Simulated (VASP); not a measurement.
# SnO (Pm-3m) in VASP: notebook

SnO is run at these levels: PBE; tasks: single point, relaxation of cell and atoms.

All numbers are computed with VASP 6.6.1; they aren't measurements. Logs are shortened: lines on timing, memory, paths and dates and some standing lists are left out, and cuts for length are marked.

## Step 1: The cell of the first run

It takes space group Pm-3m (No. 221, cubic). The conventional cell has a = 3.139 Å, b = 3.139 Å, c = 3.139 Å, α = 90.00°, β = 90.00°, γ = 90.00°. Within 3.6 Å of Sn (site symmetry m-3m) lie 8 O at 2.72 Å and 6 Sn at 3.14 Å. Within 3.6 Å of O (site symmetry m-3m) lie 8 Sn at 2.72 Å and 6 O at 3.14 Å.

## Step 2: Single point, PBE

Contents of INCAR:

```
PREC = Accurate
ENCUT = 520
EDIFF = 1E-7
ISMEAR = 0
SIGMA = 0.1
LREAL = F
LASPH = T
NELM = 80
ALGO = Normal
ISIF = 2
LWAVE = F
LCHARG = T
GGA = PE
LELF = T
LVHAR = T
NBANDS = 17
```

Contents of KPOINTS:

```
regular mesh
0
Gamma
  6 6 6
```

Contents of POSCAR:

```
SnO
1.0
    3.1385375338      0.0000000000      0.0000000000
    0.0000000000      3.1385375338      0.0000000000
    0.0000000000      0.0000000000      3.1385375338
Sn O
1 1
Direct
    0.5000000000      0.5000000000      0.5000000000
    0.0000000000      0.0000000000      0.0000000000
```

Potentials or basis: VASP PAW PBE potentials, release 64 (Sn_d, O).

Launch:

```console
$ cat potpaw_PBE.64/Sn_d/POTCAR potpaw_PBE.64/O/POTCAR > POTCAR
$ mpirun -np 1 vasp_std > vasp.out
```

OUTCAR:

```text
PREC = Accurate
   ENCUT = 520
   EDIFF = 1E-7
   ISMEAR = 0
   LREAL = F
   LASPH = T
   NELM = 80
   ISIF = 2
   GGA = PE

 ion  position               nearest neighbor table
   1  0.500  0.500  0.500-   2 2.72   2 2.72   2 2.72   2 2.72   2 2.72   2 2.72   2 2.72   2 2.72

   2  0.000  0.000  0.000-   1 2.72   1 2.72   1 2.72   1 2.72   1 2.72   1 2.72   1 2.72   1 2.72

  LATTYP: Found a simple cubic cell.
 ALAT       =     3.1385375338

  Lattice vectors:

 A1 = (   3.1385375338,   0.0000000000,   0.0000000000)
 A2 = (   0.0000000000,   3.1385375338,   0.0000000000)
 A3 = (   0.0000000000,   0.0000000000,   3.1385375338)

Analysis of symmetry for initial positions (statically):
=====================================================================
 Subroutine PRICEL returns:
 Original cell was already a primitive cell.

 Routine SETGRP: Setting up the symmetry group for a
 simple cubic supercell.

 Subroutine GETGRP returns: Found 48 space group operations
 (whereof 48 operations were pure point group operations)
 out of a pool of 48 trial point group operations.

The static configuration has the point symmetry O_h .

Analysis of symmetry for dynamics (positions and initial velocities):
=====================================================================
 Subroutine PRICEL returns:
 Original cell was already a primitive cell.

 Routine SETGRP: Setting up the symmetry group for a
 simple cubic supercell.

 Subroutine GETGRP returns: Found 48 space group operations
 (whereof 48 operations were pure point group operations)
 out of a pool of 48 trial point group operations.

The dynamic configuration has the point symmetry O_h .

 Subroutine INISYM returns: Found 48 space group operations
 (whereof 48 operations are pure point group operations),
 and found     1 'primitive' translations

----------------------------------------------------------------------------------------

                                     Primitive cell

  volume of cell :      30.9159

  direct lattice vectors                    reciprocal lattice vectors
     3.138537534  0.000000000  0.000000000     0.318619736  0.000000000  0.000000000
     0.000000000  3.138537534  0.000000000     0.000000000  0.318619736  0.000000000
     0.000000000  0.000000000  3.138537534     0.000000000  0.000000000  0.318619736

  length of vectors
     3.138537534  3.138537534  3.138537534     0.318619736  0.318619736  0.318619736

  position of ions in fractional coordinates (direct lattice)
     0.500000000  0.500000000  0.500000000
     0.000000000  0.000000000  0.000000000

  ion indices of the primitive-cell ions
   primitive index   ion index
                 1           1
                 2           2

----------------------------------------------------------------------------------------

 KPOINTS: regular mesh

Automatic generation of k-mesh.
 Grid dimensions read from file:
 generate k-points for:    6    6    6

 Generating k-lattice:

  Cartesian coordinates                     Fractional coordinates (reciprocal lattice)
     0.053103289  0.000000000  0.000000000     0.166666667  0.000000000  0.000000000
     0.000000000  0.053103289  0.000000000     0.000000000  0.166666667  0.000000000
     0.000000000  0.000000000  0.053103289     0.000000000  0.000000000  0.166666667

  Length of vectors
     0.053103289  0.053103289  0.053103289

  Shift w.r.t. Gamma in fractional coordinates (k-lattice)
     0.000000000  0.000000000  0.000000000

 Subroutine IBZKPT returns following result:
 ===========================================

 Found     20 irreducible k-points:

 Following reciprocal coordinates:
            Coordinates               Weight
  0.000000  0.000000  0.000000      1.000000
  0.166667  0.000000  0.000000      6.000000
  0.333333  0.000000  0.000000      6.000000
  0.500000  0.000000  0.000000      3.000000
  0.166667  0.166667  0.000000     12.000000
  0.333333  0.166667  0.000000     24.000000
[... 12 lines left out ...]
  0.500000  0.500000  0.333333      6.000000
  0.500000  0.500000  0.500000      1.000000
   k-points           NKPTS =     20   k-points in BZ     NKDIM =     20   number of bands    NBANDS=     17
   number of dos      NEDOS =    301   number of ions     NIONS =      2
   total plane-waves  NPLWV =  13824
   dimension x,y,z NGX =    24 NGY =   24 NGZ =   24
   dimension x,y,z NGXF=    48 NGYF=   48 NGZF=   48
   ions per type =               1   1
   NGX,Y,Z   is equivalent  to a cutoff of  12.71, 12.71, 12.71 a.u.
   NGXF,Y,Z  is equivalent  to a cutoff of  25.43, 25.43, 25.43 a.u.
 SYSTEM =  unknown system
   PREC   = accura    normal or accurate (medium, high low for compatibility)
   ISTART =      0    job   : 0-new  1-cont  2-samecut
   ICHARG =      2    charge: 1-file 2-atom 10-const
   ISPIN  =      1    spin polarized calculation?
   LNONCOLLINEAR =      F non collinear calculations
   LSORBIT =      F    spin-orbit coupling
   LASPH  =      T    aspherical Exc in radial PAW
   ENCUT  =  520.0 eV  38.22 Ry    6.18 a.u.   5.84  5.84  5.84*2*pi/ulx,y,z
   NELM   =     80;   NELMIN=  2; NELMDL= -5     # of ELM steps
   EDIFF  = 0.1E-06   stopping-criterion for ELM
   LREAL  =      F    real-space projection
   EDIFFG = 0.1E-05   stopping-criterion for IOM
   NSW    =      0    number of steps for IOM
   IBRION =     -1    ionic relax: 0-MD 1-quasi-New 2-CG
   NFREE  =      0    steps in history (QN), initial steepest desc. (CG)
   ISIF   =      2    stress and relaxation
   ISYM   =      2    0-nonsym 1-usesym 2-fastsym
   POTIM  = 0.5000    time-step for ionic-motion
   TEBEG  =    0.0;   TEEND  =   0.0 temperature during run
   PSTRESS=    0.0 pullay stress
   NELECT =      20.0000    total number of electrons
   NUPDOWN=      -1.0000    fix difference up-down
   EMIN   =  10.00;   EMAX   =-10.00  energy-range for DOS
   EFERMI =   0.00;   METHOD = LEGACY
   ISMEAR =     0;   SIGMA  =   0.10  broadening in eV -4-tet -1-fermi 0-gaus
   EFERMI_NEDOS =   21; number of points for ismear=-14 and -15
   IALGO  =     38    algorithm
   IMIX   =      4    mixing-type and parameters
     AMIX     =   0.40;   BMIX     =  1.00
     AMIX_MAG =   1.60;   BMIX_MAG =  1.00
  volume/ion in A,a.u.               =      15.46       104.32
  Fermi-wavevector in a.u.,A,eV,Ry     =   1.415873  2.675611 27.275533  2.004695
  Thomas-Fermi vector in A             =   2.537266
   LORBIT       =      0    0 simple, 1 ext, 2 COOP (PROOUT), +10 PAW based schemes
   GGA     = PE    functional components
   LHFCALC =     F    Hartree Fock is set to
   AEXX    =    0.0000 exact exchange contribution
   IVDW    =     0    specifies the selected vdW correction
   LEPSILON=     F    determine dielectric tensor
   LRPA    =     F    only Hartree local field effects (RPA)
 non-spin polarized calculation
 Gauss-broadening in eV      SIGMA  =   0.10
  energy-cutoff  :      520.00
  volume of cell :       30.92
 maximum number of plane-waves:       847
 NGX is ok and might be reduce to    24
   NGX = 11   NGY = 11   NGZ = 11

 number of electron      19.9999987 magnetization

 Free energy of the ion-electron system (eV)
  ---------------------------------------------------
  ext. energy  EPLUGINS =         0.00000000
  ---------------------------------------------------
  free energy    TOTEN  =        -9.83876467 eV

  energy without entropy =       -9.83846165  energy(sigma->0) =       -9.83861316

 E-fermi :   7.8338     XC(G=0): -11.2313

 val. band max:        7.6624134622   @ k =   0.5000   0.1667   0.0000
 cond. band min:       7.9660033485   @ k =   0.5000   0.5000   0.5000
 fundamental gap:      0.3035898863
 Fermi energy:         7.8337985256

 k-point     1 :       0.0000    0.0000    0.0000
  band No.  band energies     occupation
      1     -13.7763      2.00000
      2     -13.7763      2.00000
      3     -13.4340      2.00000
      4     -13.4340      2.00000
      5     -13.4340      2.00000
      6      -9.9007      2.00000
[... 9 lines left out ...]
     16      26.5249      0.00000
     17      27.4353      0.00000

 k-point     2 :       0.1667    0.0000    0.0000
  band No.  band energies     occupation
      1     -13.7726      2.00000
      2     -13.7146      2.00000
      3     -13.4552      2.00000
      4     -13.4552      2.00000
      5     -13.4322      2.00000
      6      -9.7507      2.00000
[... 9 lines left out ...]
     16      24.6324      0.00000
     17      26.1012      0.00000

 k-point     3 :       0.3333    0.0000    0.0000
  band No.  band energies     occupation
      1     -13.7653      2.00000
      2     -13.5910      2.00000
      3     -13.4975      2.00000
      4     -13.4975      2.00000
      5     -13.4286      2.00000
      6      -9.4215      2.00000
[... 9 lines left out ...]
     16      22.2529      0.00000
     17      25.2988      0.00000

 k-point     4 :       0.5000    0.0000    0.0000
  band No.  band energies     occupation
      1     -13.7616      2.00000
      2     -13.5291      2.00000
      3     -13.5185      2.00000
      4     -13.5185      2.00000
      5     -13.4268      2.00000
      6      -9.2390      2.00000
[... 9 lines left out ...]
     16      24.6744      0.00000
     17      25.2591      0.00000
[... 263 lines left out ...]
      1     -13.6191      2.00000
      2     -13.5925      2.00000
      3     -13.5640      2.00000
      4     -13.4676      2.00000
      5     -13.4009      2.00000
      6      -8.6740      2.00000
[... 9 lines left out ...]
     16      20.7491      0.00000
     17      28.9510      0.00000

 k-point    19 :       0.5000    0.5000    0.3333
  band No.  band energies     occupation
      1     -13.6375      2.00000
      2     -13.5897      2.00000
      3     -13.5897      2.00000
      4     -13.4333      2.00000
      5     -13.3640      2.00000
      6      -8.6194      2.00000
[... 9 lines left out ...]
     16      20.3992      0.00000
     17      28.3756      0.00000

 k-point    20 :       0.5000    0.5000    0.5000
  band No.  band energies     occupation
      1     -13.6175      2.00000
      2     -13.6175      2.00000
      3     -13.6175      2.00000
      4     -13.3627      2.00000
      5     -13.3627      2.00000
      6      -8.5946      2.00000
[... 9 lines left out ...]
     16      20.1877      0.00000
     17      27.5027      0.00000

------------------------ aborting loop because EDIFF is reached ----------------------------------------

  FORCE on cell =-STRESS in cart. coord.  units (eV):
  Direction    XX          YY          ZZ          XY          YZ          ZX
  --------------------------------------------------------------------------------------
  -------------------------------------------------------------------------------------
  Total       -0.0692123     -0.0692123     -0.0692123      0.0000000      0.0000000     -0.0000000
  in kB       -3.5868410     -3.5868410     -3.5868410      0.0000000      0.0000000     -0.0000000
  external PRESSURE =      -3.5868410 kB  Pullay stress =       0.0000000 kB

 VOLUME and BASIS-vectors are now :
 -----------------------------------------------------------------------------
  energy-cutoff  :      520.00
  volume of cell :       30.92
      direct lattice vectors                 reciprocal lattice vectors
     3.138537534  0.000000000  0.000000000     0.318619736  0.000000000  0.000000000
     0.000000000  3.138537534  0.000000000     0.000000000  0.318619736  0.000000000
     0.000000000  0.000000000  3.138537534     0.000000000  0.000000000  0.318619736

 POSITION                                       TOTAL-FORCE (eV/Angst)
 -----------------------------------------------------------------------------------
      1.56927      1.56927      1.56927         0.000000      0.000000      0.000000
      0.00000      0.00000      0.00000         0.000000      0.000000      0.000000
 -----------------------------------------------------------------------------------
    total drift:                                0.000000      0.000000     -0.000000

  FREE ENERGIE OF THE ION-ELECTRON SYSTEM (eV)
  ---------------------------------------------------
  free  energy   TOTEN  =        -9.8387646654 eV

  energy  without entropy=       -9.8384616538  energy(sigma->0) =       -9.83861316
```

It took 6.3 s on 1 thread of AMD EPYC 9R45 (Zen 5), shared host; peak memory 0.11 GiB.

What came out:

```yaml
Free_energy: -9.8388 eV
Pressure: -0.4 GPa
Band_gap_on_the_k_mesh: 0.30 eV, indirect (least direct gap 0.91 eV)
```

Caveat: spin-orbit coupling is left out, which moves the levels of the heavy elements. A k mesh can miss the band edges.

## Step 3: Single point, PBE

This run uses another cell than the first one, of 16.98 Å³/atom, 1.098 times its volume.

Contents of INCAR:

```
PREC = Accurate
ENCUT = 520
EDIFF = 1E-6
ISMEAR = 0
SIGMA = 0.1
LREAL = False
LASPH = True
NELM = 100
ALGO = Normal
ISIF = 2
LWAVE = False
LCHARG = False
GGA = PE
NBANDS = 17
```

KPOINTS is that of step 2.

Contents of POSCAR:

```
SnO
1.0
    3.2381449100      0.0000000000      0.0000000000
    0.0000000000      3.2381449100      0.0000000000
    0.0000000000      0.0000000000      3.2381449100
Sn O
1 1
Direct
    0.5000000000      0.5000000000      0.5000000000
    0.0000000000      0.0000000000      0.0000000000
```

Potentials or basis: VASP PAW PBE potentials, release 64 (Sn_d, O).

Launch:

```console
$ cat potpaw_PBE.64/Sn_d/POTCAR potpaw_PBE.64/O/POTCAR > POTCAR
$ mpirun -np 1 vasp_std > vasp.out
```

Wall time 5.3 s (1 thread of AMD EPYC 9R45 (Zen 5), shared host); peak memory 0.11 GiB.

The run converged. Its results:

* Free energy: -9.7578 eV
* Pressure: -7.9 GPa
* Band gap on the k mesh: 0.55 eV, indirect (least direct gap 0.99 eV)

Levels at points of the mesh, in eV from the valence-band top:
| k point | band 6 | band 7 | band 8 | band 9 | band 10 | band 11 | band 12 | band 13 | band 14 | band 15 |
| --- | --- | --- | --- | --- | --- | --- | --- | --- | --- | --- |
| (0.00, 0.00, 0.00) | -16.82 | -7.04 | -1.64 | -1.64 | -1.64 | 7.57 | 7.57 | 7.57 | 8.28 | 8.28 |
| (0.50, 0.00, 0.00) | -16.31 | -7.81 | -1.00 | -1.00 | -0.61 | 0.64 | 6.95 | 6.95 | 11.00 | 11.52 |
| (0.50, 0.50, 0.00) | -15.91 | -4.46 | -4.26 | -4.26 | -0.87 | 3.55 | 3.55 | 8.63 | 9.15 | 14.77 |
| (0.50, 0.50, 0.50) | -15.81 | -2.34 | -2.34 | -2.34 | -1.68 | 0.55 | 0.55 | 0.55 | 11.99 | 11.99 |

Caveat: spin-orbit coupling is left out, which moves the levels of the heavy elements.

## Step 4: Relaxation of cell and atoms, PBE

This run uses another cell than the first one, of 16.98 Å³/atom, 1.098 times its volume.

Contents of INCAR:

```
PREC = Accurate
ENCUT = 600
EDIFF = 1E-6
ISMEAR = 0
SIGMA = 0.1
LREAL = F
LASPH = T
NELM = 100
ALGO = Normal
ISIF = 3
LWAVE = F
LCHARG = F
GGA = PE
IBRION = 2
NSW = 90
EDIFFG = -0.04
```

KPOINTS is that of step 3.

POSCAR is that of step 3.

Launch:

```console
$ cat potpaw_PBE.64/Sn_d/POTCAR potpaw_PBE.64/O/POTCAR > POTCAR
$ mpirun -np 1 vasp_std > vasp.out
```

Wall time 16 s (1 thread of AMD EPYC 9R45 (Zen 5), shared host); peak memory 0.14 GiB.

Results (log left out):

- Free energy: -9.8445 eV
- Relaxed volume: 15.39 Å³/atom
- Relaxed cell: a = 3.134 Å, b = 3.134 Å, c = 3.134 Å, α = 90.00°, β = 90.00°, γ = 90.00°
- Space group after relaxing (to 0.05 Å): Pm-3m (No. 221)
- Energy gained by relaxing: 42.7 meV/atom
- Ionic steps: 3
- Pressure after relaxing: 0.0 GPa
- Band gap on the k mesh: 0.29 eV, indirect (least direct gap 0.91 eV)

Step by step:
```csv
step,energy change (eV),largest force (eV/Å),pressure (GPa),volume (Å³)
1,0.0000,0.0000,-7.90,33.95
2,-0.0791,0.0000,2.68,30.01
3,-0.0855,0.0000,0.05,30.77
```

Final structure:
```xyz
2
Lattice="3.1337 0.0000 0.0000 0.0000 3.1337 0.0000 0.0000 0.0000 3.1337" Properties=species:S:1:pos:R:3 pbc="T T T"
Sn    1.5668    1.5668    1.5668
O     0.0000    0.0000    0.0000
```

Levels at points of the mesh, in eV from the valence-band top:
```
           k point  band 6  band 7  band 8  band 9  band 10  band 11  band 12  band 13  band 14
(0.00, 0.00, 0.00)  -17.60   -7.20   -2.15   -2.15    -2.15     8.20     8.20     8.20     8.31
(0.50, 0.00, 0.00)  -16.93   -8.49   -1.42   -1.42    -0.77     0.72     7.37     7.37    11.37
(0.50, 0.50, 0.00)  -16.38   -5.06   -5.06   -4.49    -1.28     3.70     3.70     8.87    10.05
(0.50, 0.50, 0.50)  -16.28   -2.93   -2.93   -2.93    -1.14     0.29     0.29     0.29    12.55
```

Caveat: spin-orbit coupling is left out, which moves the levels of the heavy elements.

## Step 5: Single point, PBE

This run uses another cell than the first one, of 15.36 Å³/atom, 0.994 times its volume.

Contents of INCAR:

```
ALGO = Normal ; EDIFF = 1E-7
ENCUT = 520 ; GGA = PE
ISIF = 2 ; ISMEAR = 0
LASPH = True ; LCHARG = True
LELF = True ; LREAL = False
LVHAR = True ; LWAVE = False
NBANDS = 17 ; NELM = 100
PREC = Accurate ; SIGMA = 0.02
```

Contents of KPOINTS:

```
k-points
0
Gamma
  12 12 12
```

Contents of POSCAR:

```
SnO
1.0
    3.1317872361      0.0000000000      0.0000000000
    0.0000000000      3.1317872361      0.0000000000
    0.0000000000      0.0000000000      3.1317872361
Sn O
1 1
Direct
    0.5000000000      0.5000000000      0.5000000000
    0.0000000000      0.0000000000      0.0000000000
```

Launch:

```console
$ cat potpaw_PBE.64/Sn_d/POTCAR potpaw_PBE.64/O/POTCAR > POTCAR
$ mpirun -np 1 vasp_std > vasp.out
```

Wall time 19 s (1 thread of AMD EPYC 9R45 (Zen 5), shared host); peak memory 0.14 GiB.

Results (log left out):

```
Free energy            : -9.8407 eV
Pressure               : -0.1 GPa
Band gap on the k mesh : zero (band 10 reaches 8.13 eV, above the bottom of band 11 at 8.04 eV)
```

Levels at points of the mesh, in eV from the Fermi level:
| k point | band 7 | band 8 | band 9 | band 10 | band 11 | band 12 | band 13 | band 14 |
| --- | --- | --- | --- | --- | --- | --- | --- | --- |
| (0.00, 0.00, 0.00) | -7.58 | -2.54 | -2.54 | -2.54 | 7.83 | 7.83 | 7.83 | 7.93 |
| (0.50, 0.00, 0.00) | -8.88 | -1.81 | -1.81 | -1.16 | 0.33 | 7.00 | 7.00 | 10.98 |
| (0.50, 0.50, 0.00) | -5.46 | -5.46 | -4.87 | -1.68 | 3.32 | 3.32 | 8.49 | 9.69 |
| (0.50, 0.50, 0.50) | -3.33 | -3.33 | -3.33 | -1.51 | -0.09 | -0.09 | -0.09 | 12.18 |

Caveat: spin-orbit coupling is left out, which moves the levels of the heavy elements.

## Step 6: Single point, PBE

This run uses another cell than the first one, of 15.36 Å³/atom, 0.994 times its volume.

Contents of INCAR:

```
  PREC = Accurate
  ENCUT = 520
  EDIFF = 1E-6
  ISMEAR = 0
  SIGMA = 0.1
  LREAL = False
  LASPH = True
  NELM = 60
  ALGO = Normal
  ISIF = 2
  LWAVE = False
  LCHARG = False
  GGA = PE
  NBANDS = 17
```

Contents of KPOINTS:

```
regular mesh
0
Gamma
  18 18 18
```

POSCAR is that of step 5.

Potentials or basis: VASP PAW PBE potentials, release 64 (Sn_d, O).

Launch:

```console
$ cat potpaw_PBE.64/Sn_d/POTCAR potpaw_PBE.64/O/POTCAR > POTCAR
$ mpirun -np 1 vasp_std > vasp.out
```

Run time: 41 s. Hardware: 1 thread of AMD EPYC 9R45 (Zen 5), shared host; peak memory 0.19 GiB.

The run converged. Its results:

| Property | Result |
| --- | --- |
| Free energy | -9.8415 eV |
| Pressure | -0.1 GPa |
| Band gap on the k mesh | zero (band 10 reaches 8.12 eV, above the bottom of band 11 at 8.04 eV) |

Levels at points of the mesh, in eV from the Fermi level:
```
           k point  band 8  band 9  band 10  band 11  band 12  band 13
(0.00, 0.00, 0.00)   -2.52   -2.52    -2.52     7.85     7.85     7.85
(0.50, 0.00, 0.00)   -1.78   -1.78    -1.14     0.36     7.02     7.02
(0.50, 0.50, 0.00)   -5.44   -4.85    -1.65     3.34     3.34     8.52
(0.50, 0.50, 0.50)   -3.31   -3.31    -1.49    -0.07    -0.07    -0.07
```

Caveat: spin-orbit coupling is left out, which moves the levels of the heavy elements.

## Step 7: Overview

| task | cell | k mesh | cutoff (eV) | smearing | gap on the mesh (eV) | pressure (GPa) |
| --- | --- | --- | --- | --- | --- | --- |
| single point | a = 3.139 Å, 2 atoms | 6 × 6 × 6 | 520 | gaussian 0.1 eV | 0.30 | -0.4 |
| single point | a = 3.238 Å, 2 atoms | 6 × 6 × 6 | 520 | gaussian 0.1 eV | 0.55 | -7.9 |
| relaxation of cell and atoms | relaxed from a = 3.238 Å, 2 atoms | 6 × 6 × 6 | 600 | gaussian 0.1 eV | 0.29 | 0.0 |
| single point | a = 3.132 Å, 2 atoms | 12 × 12 × 12 | 520 | gaussian 0.02 eV | none | -0.1 |
| single point | a = 3.132 Å, 2 atoms | 18 × 18 × 18 | 520 | gaussian 0.1 eV | none | -0.1 |

Alike in all rows: level PBE; potentials or basis VASP PAW PBE potentials, release 64 (Sn_d, O); no spin polarisation.

Caveats: spin-orbit coupling is left out, which moves the levels of the heavy elements.

Absolute energies hang on the potentials; compare differences alone.
